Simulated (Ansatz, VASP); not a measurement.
**One calculation of FeNi3, two programs**

```xyz
4
Lattice="-1.7670 1.7670 3.5396 1.7670 -1.7670 3.5396 1.7670 1.7670 -3.5396" Properties=species:S:1:pos:R:3 pbc="T T T"
Fe    0.0000    0.0000    0.0000
Ni    0.0000    0.0000    3.5396
Ni    0.0000    1.7670    1.7698
Ni    1.7670    0.0000    1.7698
```

Alike in both runs: task single point; functional PBEsol; k mesh 16 × 16 × 16; occupations gaussian, width 0.1 eV; collinear spin.

|  | VASP | Ansatz |
| --- | --- | --- |
| version | VASP 6.6.1 | Ansatz 0.2.0 |
| potentials or method | VASP PAW PBE potentials, release 64 (Fe, Ni), cutoff 520 eV | scalar-relativistic, plane waves, PAW |
| valence electrons in the cell | 38 | 70 |

|  | VASP | Ansatz | Ansatz less VASP |
| --- | --- | --- | --- |
| gap on the k mesh at the Fermi level (eV) | none | none | - |
| pressure (GPa) | -8.5 | -8.6 | -0.05 |
| traceless stress, the component that is largest in VASP (GPa) | -0.15 | -0.16 | -0.002 |
| net moment per atom (μB) | 1.14 | 1.15 | +0.008 |
| size of the moment on the site where the two differ most (μB) | 0.59 | 0.65 | +0.052 |

VASP's potentials were made for PBE, not for PBEsol. Site moments also hang on the region over which each program counts them. A gap of «none» marks a metal or a gap that the smearing closes. VASP's potentials hold 38 valence electrons a cell and Ansatz's 70, so a difference there can come from the potentials and not from the codes.
